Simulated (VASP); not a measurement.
# Ge (Pm-3m) in VASP: further runs, part 2 of 2

VASP 6.6.1. The steps go on from the part before.

## Step 3: Single point, LDA (volume scaled by 0.92)

Input file INCAR:

```
ALGO     = Normal         # electronic algorithm
EDIFF    = 1E-7           # SCF threshold, eV
ENCUT    = 520            # plane-wave cutoff, eV
ISIF     = 2              # what is computed and relaxed
ISMEAR   = -1             # smearing method
LASPH    = True           # aspherical terms in the spheres
LCHARG   = True           # write CHGCAR
LELF     = True           # ELF
LREAL    = False          # projectors in reciprocal space
LVHAR    = True         
LWAVE    = False          # write WAVECAR
NBANDS   = 13             # bands
NELM     = 100            # most SCF steps
PREC     = Accurate       # precision mode
SIGMA    = 0.1            # smearing width, eV
```

Input file KPOINTS:

```
k-points
0
Gamma
  13 13 13
```

Input file POSCAR:

```
Ge
1.0
    2.5740944596      0.0000000000      0.0000000000
    0.0000000000      2.5740944596      0.0000000000
    0.0000000000      0.0000000000      2.5740944596
Ge
1
Direct
    0.0000000000      0.0000000000      0.0000000000
```

Potentials or basis: VASP PAW LDA potentials, release 64 (Ge_d).

On the command line:

```
cat potpaw_LDA.64/Ge_d/POTCAR > POTCAR
mpirun -np 1 vasp_std > vasp.out
```

OUTCAR:

```text
EDIFF = 1E-7
   ENCUT = 520
   ISIF = 2
   ISMEAR = -1
   LASPH = True
   LREAL = False
   NELM = 100
   PREC = Accurate

 ion  position               nearest neighbor table
   1  0.000  0.000  0.000-

  LATTYP: Found a simple cubic cell.
 ALAT       =     2.5740944596

  Lattice vectors:

 A1 = (   2.5740944596,   0.0000000000,   0.0000000000)
 A2 = (   0.0000000000,   2.5740944596,   0.0000000000)
 A3 = (   0.0000000000,   0.0000000000,   2.5740944596)

Analysis of symmetry for initial positions (statically):
=====================================================================
 Subroutine PRICEL returns:
 Original cell was already a primitive cell.

 Routine SETGRP: Setting up the symmetry group for a
 simple cubic supercell.

 Subroutine GETGRP returns: Found 48 space group operations
[... 9 lines left out ...]

 Routine SETGRP: Setting up the symmetry group for a
 simple cubic supercell.

 Subroutine GETGRP returns: Found 48 space group operations
[... 11 lines left out ...]
                                     Primitive cell

  volume of cell :      17.0559

  direct lattice vectors                    reciprocal lattice vectors
     2.574094460  0.000000000  0.000000000     0.388486132  0.000000000  0.000000000
     0.000000000  2.574094460  0.000000000     0.000000000  0.388486132  0.000000000
     0.000000000  0.000000000  2.574094460     0.000000000  0.000000000  0.388486132

  length of vectors
     2.574094460  2.574094460  2.574094460     0.388486132  0.388486132  0.388486132

  position of ions in fractional coordinates (direct lattice)
     0.000000000  0.000000000  0.000000000

  ion indices of the primitive-cell ions
   primitive index   ion index
                 1           1

----------------------------------------------------------------------------------------

 KPOINTS: k-points

Automatic generation of k-mesh.
 Grid dimensions read from file:
 generate k-points for:   13   13   13

[... 82 lines left out ...]
     AMIX     =   0.40;   BMIX     =  1.00
     AMIX_MAG =   1.60;   BMIX_MAG =  1.00
  volume/ion in A,a.u.               =      17.06       115.10
  Fermi-wavevector in a.u.,A,eV,Ry     =   1.532827  2.896622 31.967669  2.349557
  Thomas-Fermi vector in A             =   2.639979
   LORBIT       =      0    0 simple, 1 ext, 2 COOP (PROOUT), +10 PAW based schemes
   GGA     = CA    functional components
   LHFCALC =     F    Hartree Fock is set to
   AEXX    =    0.0000 exact exchange contribution
   IVDW    =     0    specifies the selected vdW correction
   LEPSILON=     F    determine dielectric tensor
   LRPA    =     F    only Hartree local field effects (RPA)
 non-spin polarized calculation
  energy-cutoff  :      520.00
  volume of cell :       17.06
 maximum number of plane-waves:       467
 NGX is ok and might be reduce to    20
   NGX =  9   NGY =  9   NGZ =  9

 number of electron      14.0000003 magnetization

 Free energy of the ion-electron system (eV)
  ---------------------------------------------------
  ext. energy  EPLUGINS =         0.00000000
  ---------------------------------------------------
  free energy    TOTEN  =        -4.97279145 eV

  energy without entropy =       -4.95968158  energy(sigma->0) =       -4.96623651

 E-fermi :   7.4481     XC(G=0): -11.9877

 val. band max:        7.4332843931   @ k =   0.4615   0.4615   0.3846
 cond. band min:       7.4798078746   @ k =   0.2308   0.0769   0.0000
 fundamental gap:      0.0465234815
 Fermi energy:         7.4481346078

 k-point     1 :       0.0000    0.0000    0.0000
  band No.  band energies     occupation
      1     -17.5591      2.00000
      2     -17.5591      2.00000
      3     -17.1804      2.00000
      4     -17.1804      2.00000
      5     -17.1804      2.00000
      6      -6.6945      2.00000
      7      14.7483      0.00000
      8      14.7483      0.00000
      9      14.7483      0.00000
     10      18.1147      0.00000
     11      18.1147      0.00000
     12      21.4458      0.00000
     13      38.1019      0.00000
[... 354 lines left out ...]
  band No.  band energies     occupation
      1     -17.4363      2.00000
      2     -17.3671      2.00000
      3     -17.2596      2.00000
      4     -17.2383      2.00000
      5     -17.1880      2.00000
      6      -1.4562      2.00000
      7       4.5495      2.00000
      8       7.9417      0.01427
      9      14.9104      0.00000
     10      19.4529      0.00000
     11      24.1710      0.00000
     12      28.0556      0.00000
     13      28.5462      0.00000

 [... further k-points ...]
[... 5 lines left out ...]
  --------------------------------------------------------------------------------------
  -------------------------------------------------------------------------------------
  Total        0.9067585      0.9067585      0.9067585      0.0000000      0.0000000     -0.0000000
  in kB       85.1782653     85.1782653     85.1782653      0.0000000      0.0000000     -0.0000000
  external PRESSURE =      85.1782653 kB  Pullay stress =       0.0000000 kB

 VOLUME and BASIS-vectors are now :
 -----------------------------------------------------------------------------
  energy-cutoff  :      520.00
  volume of cell :       17.06
      direct lattice vectors                 reciprocal lattice vectors
     2.574094460  0.000000000  0.000000000     0.388486132  0.000000000  0.000000000
     0.000000000  2.574094460  0.000000000     0.000000000  0.388486132  0.000000000
     0.000000000  0.000000000  2.574094460     0.000000000  0.000000000  0.388486132

 POSITION                                       TOTAL-FORCE (eV/Angst)
 -----------------------------------------------------------------------------------
      0.00000      0.00000      0.00000         0.000000      0.000000      0.000000
 -----------------------------------------------------------------------------------
    total drift:                                0.000000      0.000000      0.000000

  FREE ENERGIE OF THE ION-ELECTRON SYSTEM (eV)
  ---------------------------------------------------
  free  energy   TOTEN  =        -4.9727914528 eV

  energy  without entropy=       -4.9596815756  energy(sigma->0) =       -4.96623651
```

OSZICAR:

```text
N       E                     dE             d eps       ncg     rms          rms(c)
DAV:   1     0.609435390672E+02    0.60944E+02   -0.71156E+03  2430   0.305E+03
DAV:   2     0.683797376669E-01   -0.60875E+02   -0.58393E+02  2289   0.413E+02
DAV:   3    -0.493115908380E+01   -0.49995E+01   -0.49788E+01  2459   0.698E+01
DAV:   4    -0.499682698023E+01   -0.65668E-01   -0.65660E-01  2529   0.851E+00
DAV:   5    -0.499742203489E+01   -0.59505E-03   -0.59505E-03  2524   0.877E-01    0.189E+00
DAV:   6    -0.498097151787E+01    0.16451E-01   -0.68739E-03  2727   0.188E+00    0.106E+00
DAV:   7    -0.497297304103E+01    0.79985E-02   -0.50656E-03  2645   0.126E+00    0.805E-02
DAV:   8    -0.497279298431E+01    0.18006E-03   -0.62541E-04  2629   0.611E-01    0.384E-02
DAV:   9    -0.497279150190E+01    0.14824E-05   -0.13978E-05  2819   0.774E-02    0.590E-03
DAV:  10    -0.497279145283E+01    0.49062E-07   -0.40942E-07  2456   0.709E-03
   1 F= -.49727915E+01 E0= -.49662365E+01  d E =-.131099E-01
```

stdout:

```text
POSCAR found type information on POSCAR Ge
 POSCAR found :  1 types and       1 ions
 scaLAPACK will be used
 LDA part: xc-table for (Slater(with rela. corr.)+CA(PZ))
 , standard interpolation
 POSCAR, INCAR and KPOINTS ok, starting setup
 FFT: planning ... GRIDC
 FFT: planning ... GRID_SOFT
 FFT: planning ... GRID
 WAVECAR not read
 entering main loop
```

It took 9.3 s on 1 thread of Intel Xeon 6975P-C, shared host; peak memory 0.13 GiB.

What came out:

```
Free energy            : -4.9728 eV
Pressure               : 8.5 GPa
Band gap on the k mesh : zero (band 7 reaches 14.75 eV, above the bottom of band 8 at 4.82 eV)
```

Levels at points of the mesh, in eV from the Fermi level:
```
           k point  band 4  band 5  band 6  band 7  band 8  band 9  band 10  band 11
(0.00, 0.00, 0.00)  -24.63  -24.63  -14.14    7.30    7.30    7.30    10.67    10.67
```

## Step 4: Single point, LDA (volume scaled by 0.96)

Input file INCAR:

```
PREC     = Accurate       # precision mode
ENCUT    = 520            # plane-wave cutoff, eV
EDIFF    = 1E-7           # SCF threshold, eV
ISMEAR   = -1             # smearing method
SIGMA    = 0.1            # smearing width, eV
LREAL    = F              # projectors in reciprocal space
LASPH    = T              # aspherical terms in the spheres
NELM     = 80             # most SCF steps
ALGO     = Normal         # electronic algorithm
ISIF     = 2              # what is computed and relaxed
LWAVE    = F              # write WAVECAR
LCHARG   = F              # write CHGCAR
NBANDS   = 13             # bands
```

Input file KPOINTS:

```
Automatic mesh
0
Gamma
  13 13 13
```

Input file POSCAR:

```
Ge
1.0
    2.6108722064      0.0000000000      0.0000000000
    0.0000000000      2.6108722064      0.0000000000
    0.0000000000      0.0000000000      2.6108722064
Ge
1
Direct
    0.0000000000      0.0000000000      0.0000000000
```

On the command line:

```
cat potpaw_LDA.64/Ge_d/POTCAR > POTCAR
mpirun -np 1 vasp_std > vasp.out
```

Wall time 8.3 s (1 thread of Intel Xeon 6975P-C, shared host); peak memory 0.12 GiB.

It converged, with:

```yaml
Free_energy: -5.0015 eV
Pressure: 3.8 GPa
Band_gap_on_the_k_mesh: zero (band 7 reaches 14.01 eV, above the bottom of band 8 at 4.39 eV)
```

Levels at points of the mesh, in eV from the Fermi level:
```tsv
k point	band 4	band 5	band 6	band 7	band 8	band 9	band 10	band 11
(0.00, 0.00, 0.00)	-24.60	-24.60	-13.75	7.07	7.07	7.07	10.50	10.50
```

## Step 5: The runs side by side

| cell | k mesh | gap on the mesh (eV) | pressure (GPa) |
| --- | --- | --- | --- |
| a = 2.647 Å, 1 atom | 11 × 11 × 11 | none | 0.0 |
| a = 2.574 Å, 1 atom | 13 × 13 × 13 | none | 8.5 |
| a = 2.611 Å, 1 atom | 13 × 13 × 13 | none | 3.8 |

Alike in all rows: task single point; level LDA; potentials or basis VASP PAW LDA potentials, release 64 (Ge_d); no spin polarisation; cutoff (eV) 520; smearing fermi-dirac 0.1 eV.

Absolute energies hang on the potentials; compare differences alone.
